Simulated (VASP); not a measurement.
# Sc (P6_3/mmc) in VASP: notebook

Sc is run at these levels: LDA; tasks: single point.

Program: VASP 6.6.1. These are calculated values, not measurements. Logs are shortened: lines on timing, memory, paths and dates and some standing lists are left out, and cuts for length are marked.

**1. The cell of the first run**

Symmetry: P6_3/mmc, No. 194, hexagonal system. The conventional cell has a = 3.037 Å, b = 3.037 Å, c = 4.699 Å, α = 90.00°, β = 90.00°, γ = 120.00°. Sc (site symmetry -6m2) has 12 Sc at 2.93 to 3.04 Å within 3.9 Å.

**2. Single point, LDA**

Contents of INCAR:

```
SYSTEM = Sc
PREC = Accurate
ENCUT = 520
EDIFF = 1E-6
ISMEAR = -1
SIGMA = 0.1
LREAL = .False.
LASPH = .True.
NELM = 100
ALGO = Normal
ISIF = 2
LWAVE = .False.
LCHARG = .False.
NBANDS = 18
```

Contents of KPOINTS:

```
Automatic mesh
0
Gamma
  16 16 10
  0 0 0
```

Contents of POSCAR:

```
Sc
1.0
    3.0368972507      0.0000000000      0.0000000000
   -1.5184486253      2.6300301678      0.0000000000
    0.0000000000      0.0000000000      4.6988492837
Sc
2
Direct
    0.3333333333      0.6666666667      0.2500000000
    0.6666666667      0.3333333333      0.7500000000
```

Potentials or basis: VASP PAW LDA potentials, release 64 (Sc_sv).

Run with:

```
> cat potpaw_LDA.64/Sc_sv/POTCAR > POTCAR
> mpirun -np 1 vasp_std > vasp.out
```

OUTCAR:

```text
SYSTEM = Sc
   PREC = Accurate
   ENCUT = 520
   EDIFF = 1E-6
   ISMEAR = -1
   LREAL = .False.
   LASPH = .True.
   NELM = 100
   ISIF = 2

 ion  position               nearest neighbor table
   1  0.333  0.667  0.250-   2 2.93   2 2.93   2 2.93   2 2.93   2 2.93   2 2.93
   2  0.667  0.333  0.750-   1 2.93   1 2.93   1 2.93   1 2.93   1 2.93   1 2.93

  LATTYP: Found a hexagonal cell.
 ALAT       =     3.0368972507
 C/A-ratio  =     1.5472532970

  Lattice vectors:

 A1 = (   3.0368972507,   0.0000000000,   0.0000000000)
 A2 = (  -1.5184486253,   2.6300301678,   0.0000000000)
 A3 = (   0.0000000000,   0.0000000000,   4.6988492837)

Analysis of symmetry for initial positions (statically):
=====================================================================
 Subroutine PRICEL returns:
 Original cell was already a primitive cell.

 Routine SETGRP: Setting up the symmetry group for a
 hexagonal supercell.

 Subroutine GETGRP returns: Found 24 space group operations
 (whereof 12 operations were pure point group operations)
 out of a pool of 24 trial point group operations.

The static configuration has the point symmetry D_3d.
 The point group associated with its full space group is D_6h.

Analysis of symmetry for dynamics (positions and initial velocities):
=====================================================================
 Subroutine PRICEL returns:
 Original cell was already a primitive cell.

 Routine SETGRP: Setting up the symmetry group for a
 hexagonal supercell.

 Subroutine GETGRP returns: Found 24 space group operations
 (whereof 12 operations were pure point group operations)
 out of a pool of 24 trial point group operations.

The dynamic configuration has the point symmetry D_3d.
 The point group associated with its full space group is D_6h.

 Subroutine INISYM returns: Found 24 space group operations
 (whereof 12 operations are pure point group operations),
 and found     1 'primitive' translations

----------------------------------------------------------------------------------------

                                     Primitive cell

  volume of cell :      37.5303

  direct lattice vectors                    reciprocal lattice vectors
     3.036897251  0.000000000  0.000000000     0.329283449  0.190111888  0.000000000
    -1.518448625  2.630030168  0.000000000     0.000000000  0.380223775  0.000000000
     0.000000000  0.000000000  4.698849284     0.000000000  0.000000000  0.212818062

  length of vectors
     3.036897251  3.036897251  4.698849284     0.380223775  0.380223775  0.212818062

  position of ions in fractional coordinates (direct lattice)
     0.333333333  0.666666667  0.250000000
     0.666666667  0.333333333  0.750000000

  ion indices of the primitive-cell ions
   primitive index   ion index
                 1           1
                 2           2

----------------------------------------------------------------------------------------

 KPOINTS: Automatic mesh

Automatic generation of k-mesh.
 Grid dimensions read from file:
 generate k-points for:   16   16   10

 Generating k-lattice:

  Cartesian coordinates                     Fractional coordinates (reciprocal lattice)
     0.020580216  0.011881993  0.000000000     0.062500000  0.000000000  0.000000000
     0.000000000  0.023763986  0.000000000     0.000000000  0.062500000  0.000000000
     0.000000000  0.000000000  0.021281806     0.000000000  0.000000000  0.100000000

  Length of vectors
     0.023763986  0.023763986  0.021281806

  Shift w.r.t. Gamma in fractional coordinates (k-lattice)
     0.000000000  0.000000000  0.000000000

 Subroutine IBZKPT returns following result:
 ===========================================

 Found    180 irreducible k-points:

 Following reciprocal coordinates:
            Coordinates               Weight
  0.000000  0.000000  0.000000      1.000000
  0.062500  0.000000  0.000000      6.000000
  0.125000  0.000000  0.000000      6.000000
  0.187500  0.000000  0.000000      6.000000
  0.250000  0.000000  0.000000      6.000000
  0.312500  0.000000  0.000000      6.000000
[... 16 lines left out ...]
  0.187500  0.187500  0.000000      6.000000
  0.250000  0.187500  0.000000     12.000000
 [... further k-points ...]
   k-points           NKPTS =    180   k-points in BZ     NKDIM =    180   number of bands    NBANDS=     18
   number of dos      NEDOS =    301   number of ions     NIONS =      2
   total plane-waves  NPLWV =  20736
   dimension x,y,z NGX =    24 NGY =   24 NGZ =   36
   dimension x,y,z NGXF=    48 NGYF=   48 NGZF=   72
   ions per type =               2
   NGX,Y,Z   is equivalent  to a cutoff of  13.14, 13.14, 12.74 a.u.
   NGXF,Y,Z  is equivalent  to a cutoff of  26.28, 26.28, 25.47 a.u.
 SYSTEM =  Sc
   PREC   = accura    normal or accurate (medium, high low for compatibility)
   ISTART =      0    job   : 0-new  1-cont  2-samecut
   ICHARG =      2    charge: 1-file 2-atom 10-const
   ISPIN  =      1    spin polarized calculation?
   LNONCOLLINEAR =      F non collinear calculations
   LSORBIT =      F    spin-orbit coupling
   LASPH  =      T    aspherical Exc in radial PAW
   ENCUT  =  520.0 eV  38.22 Ry    6.18 a.u.   5.65  5.65  8.74*2*pi/ulx,y,z
   NELM   =    100;   NELMIN=  2; NELMDL= -5     # of ELM steps
   EDIFF  = 0.1E-05   stopping-criterion for ELM
   LREAL  =      F    real-space projection
   EDIFFG = 0.1E-04   stopping-criterion for IOM
   NSW    =      0    number of steps for IOM
   IBRION =     -1    ionic relax: 0-MD 1-quasi-New 2-CG
   NFREE  =      0    steps in history (QN), initial steepest desc. (CG)
   ISIF   =      2    stress and relaxation
   ISYM   =      2    0-nonsym 1-usesym 2-fastsym
   POTIM  = 0.5000    time-step for ionic-motion
   TEBEG  =    0.0;   TEEND  =   0.0 temperature during run
   PSTRESS=    0.0 pullay stress
   NELECT =      22.0000    total number of electrons
   NUPDOWN=      -1.0000    fix difference up-down
   EMIN   =  10.00;   EMAX   =-10.00  energy-range for DOS
   EFERMI =   0.00;   METHOD = LEGACY
   ISMEAR =    -1;   SIGMA  =   0.10  broadening in eV -4-tet -1-fermi 0-gaus
   EFERMI_NEDOS =   21; number of points for ismear=-14 and -15
   IALGO  =     38    algorithm
   IMIX   =      4    mixing-type and parameters
     AMIX     =   0.40;   BMIX     =  1.00
     AMIX_MAG =   1.60;   BMIX_MAG =  1.00
  volume/ion in A,a.u.               =      18.77       126.63
  Fermi-wavevector in a.u.,A,eV,Ry     =   1.370108  2.589130 25.540818  1.877197
  Thomas-Fermi vector in A             =   2.495924
   LORBIT       =      0    0 simple, 1 ext, 2 COOP (PROOUT), +10 PAW based schemes
   GGA     = CA    functional components
   LHFCALC =     F    Hartree Fock is set to
   AEXX    =    0.0000 exact exchange contribution
   IVDW    =     0    specifies the selected vdW correction
   LEPSILON=     F    determine dielectric tensor
   LRPA    =     F    only Hartree local field effects (RPA)
 non-spin polarized calculation
  energy-cutoff  :      520.00
  volume of cell :       37.53
 maximum number of plane-waves:      1034
 NGX is ok and might be reduce to    24
   NGX = 11   NGY = 11   NGZ = 17

 number of electron      21.9999991 magnetization

 Free energy of the ion-electron system (eV)
  ---------------------------------------------------
  ext. energy  EPLUGINS =         0.00000000
  ---------------------------------------------------
  free energy    TOTEN  =       -13.18264813 eV

  energy without entropy =      -13.08042861  energy(sigma->0) =      -13.13153837

 E-fermi :   5.2164     XC(G=0): -11.3264

 val. band max:        5.2163199988   @ k =   0.4375   0.0000   0.1000
 cond. band min:       5.2167129787   @ k =   0.3750   0.0625   0.1000
 fundamental gap:      0.0003929799
 Fermi energy:         5.2163891797

 k-point     1 :       0.0000    0.0000    0.0000
  band No.  band energies     occupation
      1     -42.9838      2.00000
      2     -42.7497      2.00000
      3     -22.4950      2.00000
      4     -21.6276      2.00000
      5     -21.6276      2.00000
      6     -21.4676      2.00000
[... 10 lines left out ...]
     17       8.0435      0.00000
     18       8.0435      0.00000

 k-point     2 :       0.0625    0.0000    0.0000
  band No.  band energies     occupation
      1     -42.9779      2.00000
      2     -42.7478      2.00000
      3     -22.4823      2.00000
      4     -21.6527      2.00000
      5     -21.6363      2.00000
      6     -21.4941      2.00000
[... 10 lines left out ...]
     17       7.9484      0.00000
     18       7.9652      0.00000

 k-point     3 :       0.1250    0.0000    0.0000
  band No.  band energies     occupation
      1     -42.9608      2.00000
      2     -42.7424      2.00000
      3     -22.4451      2.00000
      4     -21.7244      2.00000
      5     -21.6606      2.00000
      6     -21.5680      2.00000
[... 10 lines left out ...]
     17       7.9319      0.00000
     18       8.0140      0.00000

 k-point     4 :       0.1875    0.0000    0.0000
  band No.  band energies     occupation
      1     -42.9345      2.00000
      2     -42.7350      2.00000
      3     -22.3862      2.00000
      4     -21.8324      2.00000
      5     -21.6955      2.00000
      6     -21.6751      2.00000
[... 10 lines left out ...]
     17       8.2689      0.00000
     18       8.3744      0.00000

 k-point     5 :       0.2500    0.0000    0.0000
  band No.  band energies     occupation
      1     -42.9020      2.00000
      2     -42.7275      2.00000
      3     -22.3103      2.00000
      4     -21.9608      2.00000
      5     -21.7963      2.00000
      6     -21.7350      2.00000
[... 10 lines left out ...]
     17       8.6812      0.00000
     18       8.8340      0.00000

 k-point     6 :       0.3125    0.0000    0.0000
  band No.  band energies     occupation
      1     -42.8672      2.00000
      2     -42.7222      2.00000
      3     -22.2241      2.00000
      4     -22.0895      2.00000
      5     -21.9128      2.00000
      6     -21.7732      2.00000
[... 10 lines left out ...]
     17       9.1926      0.00000
     18       9.3445      0.00000

 k-point     7 :       0.3750    0.0000    0.0000
  band No.  band energies     occupation
      1     -42.8346      2.00000
      2     -42.7205      2.00000
      3     -22.1985      2.00000
      4     -22.1371      2.00000
      5     -22.0086      2.00000
      6     -21.8046      2.00000
[... 10 lines left out ...]
     17       9.8276      0.00000
     18       9.8513      0.00000

 k-point     8 :       0.4375    0.0000    0.0000
  band No.  band energies     occupation
      1     -42.8098      2.00000
      2     -42.7224      2.00000
      3     -22.2711      2.00000
      4     -22.0712      2.00000
      5     -22.0648      2.00000
      6     -21.8253      2.00000
[... 10 lines left out ...]
     17      10.2726      0.00000
     18      10.5951      0.00000
[... 229 lines left out ...]
     17       9.2638      0.00000
     18       9.8408      0.00000

 k-point    20 :       0.3125    0.1250    0.0000
  band No.  band energies     occupation
      1     -42.8248      2.00000
      2     -42.7207      2.00000
      3     -22.1778      2.00000
      4     -22.1097      2.00000
      5     -22.0222      2.00000
      6     -21.8302      2.00000
[... 10 lines left out ...]
     17       9.7965      0.00000
     18      10.4666      0.00000

 k-point    21 :       0.3750    0.1250    0.0000
  band No.  band energies     occupation
      1     -42.8005      2.00000
      2     -42.7238      2.00000
      3     -22.2448      2.00000
      4     -22.0561      2.00000
      5     -22.0368      2.00000
      6     -21.8698      2.00000
[... 10 lines left out ...]
     17      10.1354      0.00000
     18      10.4985      0.00000

 k-point    22 :       0.4375    0.1250    0.0000
  band No.  band energies     occupation
      1     -42.7906      2.00000
      2     -42.7262      2.00000
      3     -22.2682      2.00000
      4     -22.0678      2.00000
      5     -22.0049      2.00000
      6     -21.8839      2.00000
[... 10 lines left out ...]
     17      10.2078      0.00000
     18      10.5060      0.00000

 k-point    23 :       0.1875    0.1875    0.0000
  band No.  band energies     occupation
      1     -42.8589      2.00000
      2     -42.7212      2.00000
      3     -22.2030      2.00000
      4     -22.0194      2.00000
      5     -22.0044      2.00000
      6     -21.7531      2.00000
[... 10 lines left out ...]
     17       9.2440      0.00000
     18       9.8397      0.00000

 k-point    24 :       0.2500    0.1875    0.0000
  band No.  band energies     occupation
      1     -42.8281      2.00000
      2     -42.7204      2.00000
      3     -22.1197      2.00000
      4     -22.1177      2.00000
      5     -22.0388      2.00000
      6     -21.8145      2.00000
[... 10 lines left out ...]
     17       9.7889      0.00000
     18      10.4139      0.00000

 [... further k-points ...]

------------------------ aborting loop because EDIFF is reached ----------------------------------------

  FORCE on cell =-STRESS in cart. coord.  units (eV):
  Direction    XX          YY          ZZ          XY          YZ          ZX
  --------------------------------------------------------------------------------------
  -------------------------------------------------------------------------------------
  Total        3.5601953      3.5601953      3.5627760      0.0000000      0.0000000      0.0000000
  in kB      151.9854659    151.9854659    152.0956354      0.0000000      0.0000000      0.0000000
  external PRESSURE =     152.0221891 kB  Pullay stress =       0.0000000 kB

 VOLUME and BASIS-vectors are now :
 -----------------------------------------------------------------------------
  energy-cutoff  :      520.00
  volume of cell :       37.53
      direct lattice vectors                 reciprocal lattice vectors
     3.036897251  0.000000000  0.000000000     0.329283449  0.190111888  0.000000000
    -1.518448625  2.630030168  0.000000000     0.000000000  0.380223775  0.000000000
     0.000000000  0.000000000  4.698849284     0.000000000  0.000000000  0.212818062

 POSITION                                       TOTAL-FORCE (eV/Angst)
 -----------------------------------------------------------------------------------
     -0.00000      1.75335      1.17471         0.000000     -0.000000      0.000000
      1.51845      0.87668      3.52414        -0.000000      0.000000      0.000000
 -----------------------------------------------------------------------------------
    total drift:                               -0.000000      0.000000     -0.000000

  FREE ENERGIE OF THE ION-ELECTRON SYSTEM (eV)
  ---------------------------------------------------
  free  energy   TOTEN  =       -13.1826481292 eV

  energy  without entropy=      -13.0804286112  energy(sigma->0) =      -13.13153837
```

Wall time 30 s (1 thread of Intel Xeon 6975P-C (Granite Rapids), shared host); peak memory 0.21 GiB.

Results:

```yaml
Free_energy: -13.1826 eV
Pressure: 15.2 GPa
Band_gap_on_the_k_mesh: zero (bands 11 and 12 overlap by 2.26 eV)
```

Caveat: the cell stands under pressure.

(Part 1 of 2 ends here.)
